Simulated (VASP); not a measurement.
# InSb3 (Pm-3m) in VASP: a series of runs, part 2 of 2

VASP 6.6.1.

### Step 4. Single point, PBEsol

Contents of INCAR:

```
PREC = Accurate
ENCUT = 520
EDIFF = 1E-6
ISMEAR = 1
SIGMA = 0.1
LREAL = F
LASPH = T
NELM = 80
ALGO = Normal
ISIF = 2
LWAVE = F
LCHARG = F
GGA = PS
NBANDS = 22
```

Contents of KPOINTS:

```
Automatic mesh
0
Gamma
  4 4 4
```

Contents of POSCAR:

```
InSb3
1.0
    4.8063670000      0.0000000000      0.0000000000
    0.0000000000      4.8063670000      0.0000000000
    0.0000000000      0.0000000000      4.8063670000
In Sb
1 3
Direct
    0.0000000000      0.0000000000      0.0000000000
    0.5000000000      0.0000000000      0.5000000000
    0.0000000000      0.5000000000      0.5000000000
    0.5000000000      0.5000000000      0.0000000000
```

Potentials or basis: VASP PAW PBE potentials, release 64 (In_d, Sb).

Command:

```console
cat potpaw_PBE.64/In_d/POTCAR potpaw_PBE.64/Sb/POTCAR > POTCAR
mpirun -np 1 vasp_std > vasp.out
```

OUTCAR:

```text
PREC = Accurate
   ENCUT = 520
   EDIFF = 1E-6
   ISMEAR = 1
   LREAL = F
   LASPH = T
   NELM = 80
   ISIF = 2
   GGA = PS

 ion  position               nearest neighbor table
   1  0.000  0.000  0.000-   2 3.40   3 3.40   4 3.40   2 3.40   3 3.40   3 3.40   4 3.40   3 3.40
                             2 3.40   4 3.40   2 3.40   4 3.40
   2  0.500  0.000  0.500-   1 3.40   3 3.40   4 3.40   1 3.40   4 3.40   3 3.40   4 3.40   4 3.40
                             1 3.40   3 3.40   1 3.40   3 3.40
   3  0.000  0.500  0.500-   1 3.40   2 3.40   4 3.40   1 3.40   4 3.40   1 3.40   2 3.40   1 3.40
                             2 3.40   4 3.40   4 3.40   2 3.40
   4  0.500  0.500  0.000-   1 3.40   2 3.40   3 3.40   2 3.40   3 3.40   1 3.40   2 3.40   2 3.40
                             1 3.40   3 3.40   3 3.40   1 3.40

  LATTYP: Found a simple cubic cell.
 ALAT       =     4.8063670000

  Lattice vectors:

 A1 = (   4.8063670000,   0.0000000000,   0.0000000000)
 A2 = (   0.0000000000,   4.8063670000,   0.0000000000)
 A3 = (   0.0000000000,   0.0000000000,   4.8063670000)

Analysis of symmetry for initial positions (statically):
=====================================================================
 Subroutine PRICEL returns:
 Original cell was already a primitive cell.

 Routine SETGRP: Setting up the symmetry group for a
 simple cubic supercell.

 Subroutine GETGRP returns: Found 48 space group operations
 (whereof 48 operations were pure point group operations)
 out of a pool of 48 trial point group operations.

The static configuration has the point symmetry O_h .

Analysis of symmetry for dynamics (positions and initial velocities):
=====================================================================
 Subroutine PRICEL returns:
 Original cell was already a primitive cell.

 Routine SETGRP: Setting up the symmetry group for a
 simple cubic supercell.

 Subroutine GETGRP returns: Found 48 space group operations
 (whereof 48 operations were pure point group operations)
 out of a pool of 48 trial point group operations.

The dynamic configuration has the point symmetry O_h .

 Subroutine INISYM returns: Found 48 space group operations
 (whereof 48 operations are pure point group operations),
 and found     1 'primitive' translations

----------------------------------------------------------------------------------------

                                     Primitive cell

  volume of cell :     111.0327

  direct lattice vectors                    reciprocal lattice vectors
     4.806367000  0.000000000  0.000000000     0.208057354  0.000000000  0.000000000
     0.000000000  4.806367000  0.000000000     0.000000000  0.208057354  0.000000000
     0.000000000  0.000000000  4.806367000     0.000000000  0.000000000  0.208057354

  length of vectors
     4.806367000  4.806367000  4.806367000     0.208057354  0.208057354  0.208057354

  position of ions in fractional coordinates (direct lattice)
     0.000000000  0.000000000  0.000000000
     0.500000000  0.000000000  0.500000000
     0.000000000  0.500000000  0.500000000
     0.500000000  0.500000000  0.000000000

  ion indices of the primitive-cell ions
   primitive index   ion index
                 1           1
                 2           2
                 3           3
                 4           4

[... 32 lines left out ...]
  0.500000  0.250000  0.000000     12.000000
  0.500000  0.500000  0.000000      3.000000
  0.250000  0.250000  0.250000      8.000000
  0.500000  0.250000  0.250000     12.000000
  0.500000  0.500000  0.250000      6.000000
  0.500000  0.500000  0.500000      1.000000
   k-points           NKPTS =     10   k-points in BZ     NKDIM =     10   number of bands    NBANDS=     22
   number of dos      NEDOS =    301   number of ions     NIONS =      4
   total plane-waves  NPLWV =  46656
   dimension x,y,z NGX =    36 NGY =   36 NGZ =   36
   dimension x,y,z NGXF=    72 NGYF=   72 NGZF=   72
   ions per type =               1   3
   NGX,Y,Z   is equivalent  to a cutoff of  12.45, 12.45, 12.45 a.u.
   NGXF,Y,Z  is equivalent  to a cutoff of  24.90, 24.90, 24.90 a.u.
 SYSTEM =  unknown system
   PREC   = accura    normal or accurate (medium, high low for compatibility)
   ISTART =      0    job   : 0-new  1-cont  2-samecut
   ICHARG =      2    charge: 1-file 2-atom 10-const
   ISPIN  =      1    spin polarized calculation?
   LNONCOLLINEAR =      F non collinear calculations
   LSORBIT =      F    spin-orbit coupling
   LASPH  =      T    aspherical Exc in radial PAW
   ENCUT  =  520.0 eV  38.22 Ry    6.18 a.u.   8.94  8.94  8.94*2*pi/ulx,y,z
   NELM   =     80;   NELMIN=  2; NELMDL= -5     # of ELM steps
   EDIFF  = 0.1E-05   stopping-criterion for ELM
   LREAL  =      F    real-space projection
   EDIFFG = 0.1E-04   stopping-criterion for IOM
   NSW    =      0    number of steps for IOM
   IBRION =     -1    ionic relax: 0-MD 1-quasi-New 2-CG
   NFREE  =      0    steps in history (QN), initial steepest desc. (CG)
   ISIF   =      2    stress and relaxation
   ISYM   =      2    0-nonsym 1-usesym 2-fastsym
   POTIM  = 0.5000    time-step for ionic-motion
   TEBEG  =    0.0;   TEEND  =   0.0 temperature during run
   PSTRESS=    0.0 pullay stress
   NELECT =      28.0000    total number of electrons
   NUPDOWN=      -1.0000    fix difference up-down
   EMIN   =  10.00;   EMAX   =-10.00  energy-range for DOS
   EFERMI =   0.00;   METHOD = LEGACY
   ISMEAR =     1;   SIGMA  =   0.10  broadening in eV -4-tet -1-fermi 0-gaus
   EFERMI_NEDOS =   21; number of points for ismear=-14 and -15
   IALGO  =     38    algorithm
   IMIX   =      4    mixing-type and parameters
     AMIX     =   0.40;   BMIX     =  1.00
     AMIX_MAG =   1.60;   BMIX_MAG =  1.00
  volume/ion in A,a.u.               =      27.76       187.32
  Fermi-wavevector in a.u.,A,eV,Ry     =   1.034294  1.954532 14.555018  1.069764
  Thomas-Fermi vector in A             =   2.168582
   LORBIT       =      0    0 simple, 1 ext, 2 COOP (PROOUT), +10 PAW based schemes
   GGA     = PS    functional components
   LHFCALC =     F    Hartree Fock is set to
   AEXX    =    0.0000 exact exchange contribution
   IVDW    =     0    specifies the selected vdW correction
   LEPSILON=     F    determine dielectric tensor
   LRPA    =     F    only Hartree local field effects (RPA)
 non-spin polarized calculation
 Methfessel and Paxton  Order N= 1 SIGMA  =   0.10
  energy-cutoff  :      520.00
  volume of cell :      111.03
 maximum number of plane-waves:      3016
 NGX is ok and might be reduce to    36
   NGX = 17   NGY = 17   NGZ = 17

 number of electron      28.0000010 magnetization

 Free energy of the ion-electron system (eV)
  ---------------------------------------------------
  ext. energy  EPLUGINS =         0.00000000
  ---------------------------------------------------
  free energy    TOTEN  =       -16.00618126 eV

  energy without entropy =      -16.00324625  energy(sigma->0) =      -16.00520293

 E-fermi :   7.4624     XC(G=0): -10.1771

 val. band max:        7.3613935361   @ k =   0.5000   0.2500   0.0000
 cond. band min:       7.4659222349   @ k =   0.5000   0.2500   0.2500
 fundamental gap:      0.1045286988
 Fermi energy:         7.4624067630

 k-point     1 :       0.0000    0.0000    0.0000
  band No.  band energies     occupation
      1      -6.8232      2.00000
      2      -6.8232      2.00000
      3      -6.8078      2.00000
      4      -6.8078      2.00000
      5      -6.8078      2.00000
      6      -4.4868      2.00000
[... 239 lines left out ...]
     21      14.0283      0.00000
     22      16.0181      0.00000

------------------------ aborting loop because EDIFF is reached ----------------------------------------

  FORCE on cell =-STRESS in cart. coord.  units (eV):
  Direction    XX          YY          ZZ          XY          YZ          ZX
  --------------------------------------------------------------------------------------
  -------------------------------------------------------------------------------------
  Total       -1.6337447     -1.6337447     -1.6337447      0.0000000      0.0000000     -0.0000000
  in kB      -23.5745812    -23.5745812    -23.5745812      0.0000000      0.0000000     -0.0000000
  external PRESSURE =     -23.5745812 kB  Pullay stress =       0.0000000 kB

 VOLUME and BASIS-vectors are now :
 -----------------------------------------------------------------------------
  energy-cutoff  :      520.00
  volume of cell :      111.03
      direct lattice vectors                 reciprocal lattice vectors
     4.806367000  0.000000000  0.000000000     0.208057354  0.000000000  0.000000000
     0.000000000  4.806367000  0.000000000     0.000000000  0.208057354  0.000000000
     0.000000000  0.000000000  4.806367000     0.000000000  0.000000000  0.208057354

 POSITION                                       TOTAL-FORCE (eV/Angst)
 -----------------------------------------------------------------------------------
      0.00000      0.00000      0.00000         0.000000      0.000000      0.000000
      2.40318      0.00000      2.40318         0.000000      0.000000      0.000000
      0.00000      2.40318      2.40318         0.000000      0.000000      0.000000
      2.40318      2.40318      0.00000         0.000000      0.000000      0.000000
 -----------------------------------------------------------------------------------
    total drift:                                0.000000     -0.000000     -0.000000

  FREE ENERGIE OF THE ION-ELECTRON SYSTEM (eV)
  ---------------------------------------------------
  free  energy   TOTEN  =       -16.0061812641 eV

  energy  without entropy=      -16.0032462544  energy(sigma->0) =      -16.00520293
```

Run time: 12 s. Hardware: 1 thread of Intel Xeon 6455B, shared host; peak memory 0.21 GiB.

Results:

```yaml
Free_energy: -16.0062 eV
Pressure: -2.4 GPa
Band_gap_on_the_k_mesh: zero (bands 14 and 15 overlap by 4.58 eV)
```

Caveat: the PAW data sets were made with another functional, which shifts forces and pressure a little; spin-orbit coupling is left out, which moves the levels of the heavy elements.
